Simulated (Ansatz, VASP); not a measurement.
# Two plane-wave programs on Tl

```
Tl
1.0
     3.40632    0.00000    0.00000
    -1.70316    2.94996    0.00000
     0.00000    0.00000    5.43292
Tl
2
Direct
  0.33333 0.66667 0.25000
  0.66667 0.33333 0.75000
```

Alike in both runs: task single point; functional LDA; k mesh 17 × 17 × 9; occupations fermi-dirac, width 0.05 eV; no spin polarisation.

|  | VASP | Ansatz |
| --- | --- | --- |
| version | VASP 6.6.1 | Ansatz 0.2.0 |
| potentials or method | VASP PAW LDA potentials, release 64 (Tl_d) | PAW with Ansatz's default frozen-core files, scalar-relativistic |
| plane-wave cutoff (eV) | 520 | 420 |
| valence electrons in the cell | 26 | 26 |

```csv
,VASP,Ansatz,Ansatz less VASP
pressure (GPa),0.1,0.0,-0.10
"traceless stress, the component that is largest in VASP (GPa)",0.06,0.04,-0.021
```

LDA's correlation is that of Perdew and Zunger in VASP and of Perdew and Wang (1992) in Ansatz.

Neither program's run includes spin-orbit coupling.
